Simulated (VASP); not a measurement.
Input of a VASP 6.6.1 run:

Contents of INCAR:

```
SYSTEM = LaAl3N2
PREC = Accurate
ENCUT = 600
EDIFF = 1E-6
ISMEAR = 0
SIGMA = 0.2
LREAL = .False.
LASPH = .True.
NELM = 60
ALGO = Normal
ISIF = 3
LWAVE = .False.
LCHARG = .False.
GGA = PE
IBRION = 2
NSW = 36
EDIFFG = -0.08
```

Contents of KPOINTS:

```
Automatic mesh
0
Gamma
  4 4 4
  0 0 0
```

The input POSCAR:

```
LaAl3N2
1.0
    2.4593190400      1.4198885100      4.9062312700
   -2.4593190400      1.4198885100      4.9062312700
    0.0000000000     -2.8397770200      4.9062312700
La Al N
1 3 2
Direct
    0.0000000000      0.0000000000      0.0000000000
    0.5000000000      0.5000000000      0.5000000000
    0.8335362000      0.8335362000      0.8335362000
    0.1664638000      0.1664638000      0.1664638000
    0.6619224900      0.6619224900      0.6619224900
    0.3380775100      0.3380775100      0.3380775100
```

Potentials or basis: VASP PAW PBE potentials, release 64 (La, Al, N).

Launch:

```bash
$ cat potpaw_PBE.64/La/POTCAR potpaw_PBE.64/Al/POTCAR potpaw_PBE.64/N/POTCAR > POTCAR
$ mpirun -np 1 vasp_std > vasp.out
```

Question: Estimate the space group after relaxing (to 0.1 Å).

Answer: R-3m (No. 166).

Question: Predict the relaxed volume.

Answer: 15.35 Å³/atom.

Question: Predict the band gap on the k mesh.

Answer: Zero (bands 15 and 16 overlap by 0.20 eV).

Step by step:
| step | energy change (eV) | largest force (eV/Å) | pressure (GPa) | volume (Å³) |
| --- | --- | --- | --- | --- |
| 1 | 0.0000 | 6.9024 | -4.36 | 102.79 |
| 2 | -3.6410 | 2.9673 | -3.95 | 95.57 |
| 3 | -4.0898 | 1.1969 | 3.50 | 90.03 |
| 4 | -4.1410 | 1.5312 | 1.23 | 91.30 |
| 5 | -5.2795 | 0.2091 | 1.49 | 91.33 |
| 6 | -5.3014 | 2.2897 | 5.04 | 91.21 |
| 7 | -5.3645 | 0.7962 | 2.77 | 91.28 |
| 8 | -5.3682 | 1.0751 | 3.15 | 91.27 |
| 9 | -5.7371 | 1.8153 | -2.69 | 95.81 |
| 10 | -5.8312 | 2.3240 | -4.99 | 98.41 |
| 11 | -6.1692 | 2.3851 | -5.48 | 97.75 |
| 12 | -6.5770 | 2.9396 | 1.79 | 95.26 |
| 13 | -6.6084 | 2.0578 | -3.48 | 96.55 |
| 14 | -6.6843 | 2.2740 | -1.92 | 96.06 |
| 15 | -7.0317 | 2.0504 | 1.65 | 94.08 |
| 16 | -7.0385 | 2.0080 | 2.45 | 93.78 |
| 17 | -7.4503 | 0.8032 | -0.46 | 94.34 |
| 18 | -7.5020 | 0.6331 | -1.65 | 94.58 |
| 19 | -7.5210 | 0.2336 | 0.00 | 93.22 |
| 20 | -7.5214 | 0.1623 | -0.21 | 93.39 |
| 21 | -7.5255 | 0.0989 | -0.45 | 93.03 |
| 22 | -7.5262 | 0.0864 | -0.59 | 92.81 |
| 23 | -7.5276 | 0.0204 | 0.03 | 92.11 |

Caveat: the k points lie up to 0.39 Å⁻¹ apart in the final cell; spin-orbit coupling is left out, which moves the levels of the heavy elements.
